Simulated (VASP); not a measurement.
# MnPt3 (Pm-3m) in VASP: a series of runs

MnPt3 is run at these levels: LDA; tasks: single point.

Everything below comes from runs of VASP 6.6.1. Logs are shortened: lines on timing, memory, paths and dates and some standing lists are left out, and cuts for length are marked.

**1. The cell of the first run**

It takes space group Pm-3m (No. 221, cubic). The conventional cell has a = 3.842 Å, b = 3.842 Å, c = 3.842 Å, α = 90.00°, β = 90.00°, γ = 90.00°. Within 3.6 Å of Mn (site symmetry m-3m) lie 12 Pt at 2.72 Å. Pt (site symmetry 4/mmm) has 4 Mn at 2.72 Å and 8 Pt at 2.72 Å within 3.6 Å.

**2. Single point, LDA, collinear spin, antiferromagnetic start**

The input, INCAR:

```
  PREC = Accurate
  ENCUT = 520
  EDIFF = 1E-6
  ISMEAR = 0
  SIGMA = 0.05
  LREAL = F
  LASPH = T
  NELM = 150
  ALGO = Fast
  ISIF = 2
  LWAVE = F
  LCHARG = F
  ISPIN = 2
  MAGMOM = 3.5 -3.5 0 0 0 0 0 0
  LORBIT = 11
  LMAXMIX = 4
  NBANDS = 57
```

The input, KPOINTS:

```
regular mesh
0
Gamma
  8 8 8
```

The input, POSCAR:

```
MnPt3
1.0
    0.0000000000      3.8422971783      3.8422971783
    3.8422971783      0.0000000000      3.8422971783
    3.8422971783      3.8422971783      0.0000000000
Mn Pt
2 6
Direct
    0.0000000000      0.0000000000      0.0000000000
    0.5000000000      0.5000000000      0.5000000000
    0.5000000000      0.0000000000      0.0000000000
    0.0000000000      0.5000000000      0.0000000000
    0.0000000000      0.0000000000      0.5000000000
    1.0000000000      0.5000000000      0.5000000000
    0.5000000000      1.0000000000      0.5000000000
    0.5000000000      0.5000000000      1.0000000000
```

Potentials or basis: VASP PAW LDA potentials, release 64 (Mn_pv, Pt).

Launch:

```
> cat potpaw_LDA.64/Mn_pv/POTCAR potpaw_LDA.64/Pt/POTCAR > POTCAR
> mpirun -np 1 vasp_std > vasp.out
```

OUTCAR:

```text
PREC = Accurate
   ENCUT = 520
   EDIFF = 1E-6
   ISMEAR = 0
   LREAL = F
   LASPH = T
   NELM = 150
   ISIF = 2
   ISPIN = 2
   LORBIT = 11

 ion  position               nearest neighbor table
   1  0.000  0.000  0.000-   3 2.72   4 2.72   5 2.72   5 2.72   6 2.72   7 2.72   4 2.72   6 2.72
                             8 2.72   3 2.72   7 2.72   8 2.72
   2  0.500  0.500  0.500-   6 2.72   7 2.72   8 2.72   3 2.72   4 2.72   8 2.72   3 2.72   5 2.72
                             7 2.72   4 2.72   5 2.72   6 2.72
   3  0.500  0.000  0.000-   1 2.72   7 2.72   8 2.72   2 2.72   5 2.72   7 2.72   2 2.72   4 2.72
                             8 2.72   1 2.72   4 2.72   5 2.72
   4  0.000  0.500  0.000-   1 2.72   6 2.72   8 2.72   2 2.72   5 2.72   6 2.72   1 2.72   3 2.72
                             5 2.72   2 2.72   3 2.72   8 2.72
   5  0.000  0.000  0.500-   1 2.72   6 2.72   7 2.72   1 2.72   3 2.72   4 2.72   2 2.72   4 2.72
                             6 2.72   2 2.72   3 2.72   7 2.72
   6  0.000  0.500  0.500-   2 2.72   4 2.72   5 2.72   1 2.72   4 2.72   8 2.72   1 2.72   5 2.72
                             7 2.72   2 2.72   7 2.72   8 2.72
   7  0.500  0.000  0.500-   2 2.72   3 2.72   5 2.72   1 2.72   3 2.72   8 2.72   2 2.72   6 2.72
                             8 2.72   1 2.72   5 2.72   6 2.72
   8  0.500  0.500  0.000-   2 2.72   3 2.72   4 2.72   2 2.72   6 2.72   7 2.72   1 2.72   3 2.72
                             7 2.72   1 2.72   4 2.72   6 2.72

  LATTYP: Found a face centered cubic cell.
 ALAT       =     7.6845943566

  Lattice vectors:

 A1 = (   0.0000000000,   3.8422971783,   3.8422971783)
 A2 = (   3.8422971783,   0.0000000000,   3.8422971783)
 A3 = (   3.8422971783,   3.8422971783,   0.0000000000)

Analysis of symmetry for initial positions (statically):
=====================================================================
 Subroutine PRICEL returns following result:

  LATTYP: Found a simple cubic cell.
 ALAT       =     3.8422971783

  Lattice vectors:

 A1 = (  -3.8422971783,   0.0000000000,   0.0000000000)
 A2 = (   0.0000000000,   0.0000000000,   3.8422971783)
 A3 = (   0.0000000000,   3.8422971783,   0.0000000000)

   2 primitive cells build up your supercell.

 Routine SETGRP: Setting up the symmetry group for a
 face centered cubic supercell.

 Subroutine GETGRP returns: Found 48 space group operations
 (whereof 48 operations were pure point group operations)
 out of a pool of 48 trial point group operations.

The static configuration has the point symmetry O_h .

Analysis of symmetry for dynamics (positions and initial velocities):
=====================================================================
 Subroutine PRICEL returns following result:

  LATTYP: Found a simple cubic cell.
 ALAT       =     3.8422971783

  Lattice vectors:

 A1 = (  -3.8422971783,   0.0000000000,   0.0000000000)
 A2 = (   0.0000000000,   0.0000000000,   3.8422971783)
 A3 = (   0.0000000000,   3.8422971783,   0.0000000000)

   2 primitive cells build up your supercell.

 Routine SETGRP: Setting up the symmetry group for a
 face centered cubic supercell.

 Subroutine GETGRP returns: Found 48 space group operations
 (whereof 48 operations were pure point group operations)
 out of a pool of 48 trial point group operations.

The dynamic configuration has the point symmetry O_h .

Analysis of structural, dynamic, and magnetic symmetry:
=====================================================================
 Subroutine PRICEL returns following result:

  LATTYP: Found a simple cubic cell.
 ALAT       =     3.8422971783

  Lattice vectors:

 A1 = (  -3.8422971783,   0.0000000000,   0.0000000000)
 A2 = (   0.0000000000,   0.0000000000,   3.8422971783)
 A3 = (   0.0000000000,   3.8422971783,   0.0000000000)

   2 primitive cells build up your supercell.

 Routine SETGRP: Setting up the symmetry group for a
 face centered cubic supercell.

 Subroutine GETGRP returns: Found 48 space group operations
 (whereof 48 operations were pure point group operations)
 out of a pool of 48 trial point group operations.

The overall configuration has the point symmetry O_h .

 Subroutine INISYM returns: Found 48 space group operations
 (whereof 48 operations are pure point group operations),
 and found     2 'primitive' translations

----------------------------------------------------------------------------------------

                                     Primitive cell

  volume of cell :      56.7248

  direct lattice vectors                    reciprocal lattice vectors
    -3.842297178  0.000000000  0.000000000    -0.260260972  0.000000000  0.000000000
     0.000000000  0.000000000  3.842297178     0.000000000  0.000000000  0.260260972
     0.000000000  3.842297178  0.000000000     0.000000000  0.260260972  0.000000000

  length of vectors
     3.842297178  3.842297178  3.842297178     0.260260972  0.260260972  0.260260972

  position of ions in fractional coordinates (direct lattice)
     0.000000000  0.000000000  0.000000000
     0.000000000  0.500000000  0.500000000
     0.500000000  0.500000000  0.000000000
     0.500000000  0.000000000  0.500000000

  ion indices of the primitive-cell ions
   primitive index   ion index
                 1           1
                 2           3
                 3           4
                 4           5

----------------------------------------------------------------------------------------

 KPOINTS: regular mesh

Automatic generation of k-mesh.
 Grid dimensions read from file:
 generate k-points for:    8    8    8

 Generating k-lattice:

  Cartesian coordinates                     Fractional coordinates (reciprocal lattice)
    -0.016266311  0.016266311  0.016266311     0.125000000  0.000000000  0.000000000
     0.016266311 -0.016266311  0.016266311     0.000000000  0.125000000  0.000000000
     0.016266311  0.016266311 -0.016266311     0.000000000  0.000000000  0.125000000

  Length of vectors
     0.028174077  0.028174077  0.028174077

  Shift w.r.t. Gamma in fractional coordinates (k-lattice)
     0.000000000  0.000000000  0.000000000

 Subroutine IBZKPT returns following result:
 ===========================================

 Found     29 irreducible k-points:

 Following reciprocal coordinates:
            Coordinates               Weight
  0.000000  0.000000  0.000000      1.000000
  0.125000  0.000000  0.000000      8.000000
  0.250000  0.000000  0.000000      8.000000
  0.375000  0.000000  0.000000      8.000000
  0.500000  0.000000  0.000000      4.000000
  0.125000  0.125000  0.000000      6.000000
[... 16 lines left out ...]
  0.500000  0.250000  0.125000     48.000000
 -0.375000  0.250000  0.125000     24.000000
 [... further k-points ...]
   k-points           NKPTS =     29   k-points in BZ     NKDIM =     29   number of bands    NBANDS=     57
   number of dos      NEDOS =    301   number of ions     NIONS =      8
   total plane-waves  NPLWV =  64000
   dimension x,y,z NGX =    40 NGY =   40 NGZ =   40
   dimension x,y,z NGXF=    80 NGYF=   80 NGZF=   80
   ions per type =               2   6
   NGX,Y,Z   is equivalent  to a cutoff of  12.24, 12.24, 12.24 a.u.
   NGXF,Y,Z  is equivalent  to a cutoff of  24.48, 24.48, 24.48 a.u.
 SYSTEM =  unknown system
   PREC   = accura    normal or accurate (medium, high low for compatibility)
   ISTART =      0    job   : 0-new  1-cont  2-samecut
   ICHARG =      2    charge: 1-file 2-atom 10-const
   ISPIN  =      2    spin polarized calculation?
   LNONCOLLINEAR =      F non collinear calculations
   LSORBIT =      F    spin-orbit coupling
   LASPH  =      T    aspherical Exc in radial PAW
   ENCUT  =  520.0 eV  38.22 Ry    6.18 a.u.  10.10 10.10 10.10*2*pi/ulx,y,z
   NELM   =    150;   NELMIN=  2; NELMDL= -5     # of ELM steps
   EDIFF  = 0.1E-05   stopping-criterion for ELM
   LREAL  =      F    real-space projection
   EDIFFG = 0.1E-04   stopping-criterion for IOM
   NSW    =      0    number of steps for IOM
   IBRION =     -1    ionic relax: 0-MD 1-quasi-New 2-CG
   NFREE  =      0    steps in history (QN), initial steepest desc. (CG)
   ISIF   =      2    stress and relaxation
   ISYM   =      2    0-nonsym 1-usesym 2-fastsym
   POTIM  = 0.5000    time-step for ionic-motion
   TEBEG  =    0.0;   TEEND  =   0.0 temperature during run
   PSTRESS=    0.0 pullay stress
   NELECT =      86.0000    total number of electrons
   NUPDOWN=      -1.0000    fix difference up-down
   EMIN   =  10.00;   EMAX   =-10.00  energy-range for DOS
   EFERMI =   0.00;   METHOD = LEGACY
   ISMEAR =     0;   SIGMA  =   0.05  broadening in eV -4-tet -1-fermi 0-gaus
   EFERMI_NEDOS =   21; number of points for ismear=-14 and -15
   IALGO  =     68    algorithm
   IMIX   =      4    mixing-type and parameters
     AMIX     =   0.40;   BMIX     =  1.00
     AMIX_MAG =   1.60;   BMIX_MAG =  1.00
  volume/ion in A,a.u.               =      14.18        95.70
  Fermi-wavevector in a.u.,A,eV,Ry     =   1.492703  2.820799 30.315982  2.228162
  Thomas-Fermi vector in A             =   2.605197
   LORBIT       =     11    0 simple, 1 ext, 2 COOP (PROOUT), +10 PAW based schemes
   GGA     = CA    functional components
   LHFCALC =     F    Hartree Fock is set to
   AEXX    =    0.0000 exact exchange contribution
   IVDW    =     0    specifies the selected vdW correction
   LEPSILON=     F    determine dielectric tensor
   LRPA    =     F    only Hartree local field effects (RPA)
 spin polarized calculation
 RMM-DIIS sequential band-by-band and
 Gauss-broadening in eV      SIGMA  =   0.05
  energy-cutoff  :      520.00
  volume of cell :      113.45
 maximum number of plane-waves:      3119
   NGX = 21   NGY = 21   NGZ = 21

 number of electron      86.0000022 magnetization      -0.0000000

 number of electron      86.0000022 magnetization       0.0000000

 Free energy of the ion-electron system (eV)
  ---------------------------------------------------
  ext. energy  EPLUGINS =         0.00000000
  ---------------------------------------------------
  free energy    TOTEN  =       -66.61008387 eV

  energy without entropy =      -66.59989247  energy(sigma->0) =      -66.60498817

 E-fermi :  11.1054     XC(G=0): -13.7179

 val. band max:       11.1040424147   @ k =  -0.3750   0.3750   0.0000
 cond. band min:      11.1389482039   @ k =  -0.2500   0.1250   0.0000
 fundamental gap:      0.0349057891
 Fermi energy:        11.1054207103

 spin component 1

 k-point     1 :       0.0000    0.0000    0.0000
  band No.  band energies     occupation
      1     -38.1309      1.00000
      2     -38.1309      1.00000
      3     -38.1309      1.00000
      4     -34.8073      1.00000
      5     -34.8073      1.00000
      6     -34.8073      1.00000
[... 1381 lines left out ...]
     54      16.7476      0.00000
     55      17.4400      0.00000

 [... further k-points ...]

 spin component 2

 k-point     1 :       0.0000    0.0000    0.0000
  band No.  band energies     occupation
      1     -38.1309      1.00000
      2     -38.1309      1.00000
      3     -38.1309      1.00000
      4     -34.8073      1.00000
      5     -34.8073      1.00000
      6     -34.8073      1.00000
[... 1381 lines left out ...]
     54      16.7476      0.00000
     55      17.4400      0.00000

 [... further k-points ...]

 [bands above 55 left out]

------------------------ aborting loop because EDIFF is reached ----------------------------------------

  FORCE on cell =-STRESS in cart. coord.  units (eV):
  Direction    XX          YY          ZZ          XY          YZ          ZX
  --------------------------------------------------------------------------------------
  -------------------------------------------------------------------------------------
  Total       -0.1192519     -0.1192519     -0.1192519     -0.0000000     -0.0000000     -0.0000000
  in kB       -1.6841206     -1.6841206     -1.6841206     -0.0000000     -0.0000000     -0.0000000
  external PRESSURE =      -1.6841206 kB  Pullay stress =       0.0000000 kB

 VOLUME and BASIS-vectors are now :
 -----------------------------------------------------------------------------
  energy-cutoff  :      520.00
  volume of cell :      113.45
      direct lattice vectors                 reciprocal lattice vectors
     0.000000000  3.842297178  3.842297178    -0.130130486  0.130130486  0.130130486
     3.842297178  0.000000000  3.842297178     0.130130486 -0.130130486  0.130130486
     3.842297178  3.842297178  0.000000000     0.130130486  0.130130486 -0.130130486

 POSITION                                       TOTAL-FORCE (eV/Angst)
 -----------------------------------------------------------------------------------
      0.00000      0.00000      0.00000         0.000000      0.000000     -0.000000
      3.84230      3.84230      3.84230        -0.000000      0.000000      0.000000
      0.00000      1.92115      1.92115        -0.000000      0.000000     -0.000000
      1.92115      0.00000      1.92115        -0.000000      0.000000     -0.000000
      1.92115      1.92115      0.00000         0.000000      0.000000     -0.000000
      3.84230      1.92115      1.92115        -0.000000     -0.000000      0.000000
      1.92115      3.84230      1.92115         0.000000      0.000000      0.000000
      1.92115      1.92115      3.84230         0.000000     -0.000000      0.000000
 -----------------------------------------------------------------------------------
    total drift:                                0.000000     -0.000000      0.000000

  FREE ENERGIE OF THE ION-ELECTRON SYSTEM (eV)
  ---------------------------------------------------
  free  energy   TOTEN  =       -66.6100838712 eV

  energy  without entropy=      -66.5998924697  energy(sigma->0) =      -66.60498817

 total charge

# of ion       s       p       d       tot
------------------------------------------
    1        0.311   6.272   5.003  11.587
    2        0.311   6.272   5.003  11.587
    3        0.696   0.681   8.079   9.456
    4        0.696   0.681   8.079   9.456
    5        0.696   0.681   8.079   9.456
    6        0.696   0.681   8.079   9.456
    7        0.696   0.681   8.079   9.456
    8        0.696   0.681   8.079   9.456
--------------------------------------------------
tot          4.800  16.630  58.478  79.908

 magnetization (x)

# of ion       s       p       d       tot
------------------------------------------
    1        0.008   0.028   3.326   3.362
    2       -0.008  -0.028  -3.326  -3.362
    3        0.000   0.000   0.000   0.000
    4        0.000   0.000   0.000   0.000
    5        0.000   0.000   0.000   0.000
    6        0.000   0.000   0.000   0.000
    7        0.000   0.000   0.000   0.000
    8        0.000   0.000   0.000   0.000
--------------------------------------------------
tot         -0.000   0.000   0.000  -0.000
```

Wall time 7.3 min (1 thread of Intel Xeon Platinum 8259CL at 2.50GHz (Skylake/Cascade Lake), shared host); peak memory 0.38 GiB.

What came out:

| Property | Result |
| --- | --- |
| Free energy | -66.6101 eV |
| Pressure | -0.2 GPa |
| Band gap on the k mesh | zero (filled and empty bands overlap) |
| Net moment | 0.00 μB per cell |
| Site moments | Mn +3.36, -3.36; Pt +0.00 μB |
| Valence electrons inside the program's atomic spheres | Mn 11.59; Pt 9.46 |

Caveat: the antiferromagnetic order is the one typed at the start, and another may lie lower; spin-orbit coupling is left out, which moves the levels of the heavy elements.

**3. Single point, LDA, collinear spin, ferromagnetic start**

The input, INCAR:

```
PREC = Accurate
ENCUT = 520
EDIFF = 1E-6
ISMEAR = 0
SIGMA = 0.05
LREAL = F
LASPH = T
NELM = 150
ALGO = Fast
ISIF = 2
LWAVE = F
LCHARG = F
ISPIN = 2
MAGMOM = 3.5 3.5 0 0 0 0 0 0
LORBIT = 11
LMAXMIX = 4
NBANDS = 57
```

The input, KPOINTS:

```
Automatic mesh
0
Gamma
  8 8 8
```

POSCAR is that of step 2.

Potentials or basis: VASP PAW LDA potentials, release 64 (Mn_pv, Pt).

Launch:

```
> cat potpaw_LDA.64/Mn_pv/POTCAR potpaw_LDA.64/Pt/POTCAR > POTCAR
> mpirun -np 1 vasp_std > vasp.out
```

Run time: 14 min. Hardware: 1 thread of Intel Xeon 8259CL, shared host; peak memory 0.39 GiB.

It converged, with:

```yaml
Free_energy: -66.9634 eV
Pressure: 0.3 GPa
Net_moment: 8.30 μB per cell
Site_moments: Mn +3.54; Pt +0.16 μB
Valence_electrons_inside_the_program's_atomic_spheres: Mn 11.59; Pt 9.46
```

Levels at points of the mesh, in eV from the Fermi level:
Spin up:
```tsv
k point	band 43	band 44	band 45	band 46	band 47	band 48	band 49	band 50
(0.00, 0.00, 0.00)	0.03	0.03	0.15	0.15	0.15	0.15	0.63	0.63
(0.50, 0.00, 0.00)	-0.13	-0.13	-0.13	-0.13	0.29	0.29	2.75	2.75
(0.50, 0.50, 0.00)	-1.51	-1.51	-0.95	-0.81	0.02	0.64	0.98	1.77
```
Spin down:
```csv
k point,band 35,band 36,band 37,band 38,band 39,band 40,band 41,band 42,band 43,band 44
"(0.00, 0.00, 0.00)",0.27,0.28,0.28,0.28,0.76,0.76,0.76,1.82,1.82,1.82
"(0.50, 0.00, 0.00)",-1.70,-1.70,-0.61,-0.61,0.42,0.42,1.06,1.06,1.06,1.06
"(0.50, 0.50, 0.00)",-1.92,-1.74,-1.52,-1.44,-0.70,0.65,0.65,0.76,0.98,0.98
```

Caveat: spin-orbit coupling is left out, which moves the levels of the heavy elements.

The gap in the log of VASP goes by the Fermi energy; the results here count the filled bands.